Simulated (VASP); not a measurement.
A run of VASP 6.6.1 is set up as follows.

File POSCAR:

```
AgCl
1.0
    3.4584064207      0.0000000000      0.0000000000
    0.0000000000      3.4584064207      0.0000000000
    0.0000000000      0.0000000000      3.3955880419
Ag Cl
1 1
Direct
    0.0000000000      0.0000000000      0.0000000000
    0.5000000000      0.5000000000      0.5000000000
```

The input INCAR.step1:

```
SYSTEM = AgCl
ALGO = Normal ; EDIFF = 1E-5
ENCUT = 520 ; GGA = PE
ISIF = 2 ; ISMEAR = 0
LASPH = .TRUE. ; LREAL = .FALSE.
LWAVE = .TRUE. ; NBANDS = 16
NELM = 100 ; PREC = Accurate
SIGMA = 0.01
```

File INCAR.step2:

```
SYSTEM = AgCl
ALGO = Normal ; EDIFF = 1E-6
ENCUT = 520 ; GGA = PE
HFSCREEN = 0.2079 ; ISIF = 2
ISMEAR = 0 ; ISTART = 1
LASPH = .TRUE. ; LCHARG = .TRUE.
LELF = .TRUE. ; LHFCALC = .TRUE.
LREAL = .FALSE. ; LVHAR = .TRUE.
LWAVE = .FALSE. ; NBANDS = 16
NELM = 100 ; PREC = Accurate
PRECFOCK = Normal ; SIGMA = 0.01
```

The input KPOINTS:

```
k-points
0
G
  6 6 6
  0 0 0
```

Potentials or basis: VASP PAW PBE potentials, release 64 (Ag, Cl).

Run with:

```bash
$ cat potpaw_PBE.64/Ag/POTCAR potpaw_PBE.64/Cl/POTCAR > POTCAR
$ cp INCAR.step1 INCAR
$ mpirun -np 1 vasp_std > vasp.out
$ cp INCAR.step2 INCAR
$ mpirun -np 1 vasp_std > vasp.out
```

Question: Estimate the pressure.

Answer: -0.7 GPa.

Question: What does it give for the band gap on the k mesh?

Answer: 1.95 eV, indirect (least direct gap 3.30 eV).

Stress tensor (GPa, compression positive):
```
-1.05  0.00  0.00
 0.00 -1.05  0.00
 0.00  0.00  0.03
```

Caveat: the cell differs from its parent crystal (biaxial xy strain +1.9%); the PAW data sets were made with another functional, which shifts forces and pressure a little. A k mesh can miss the band edges.
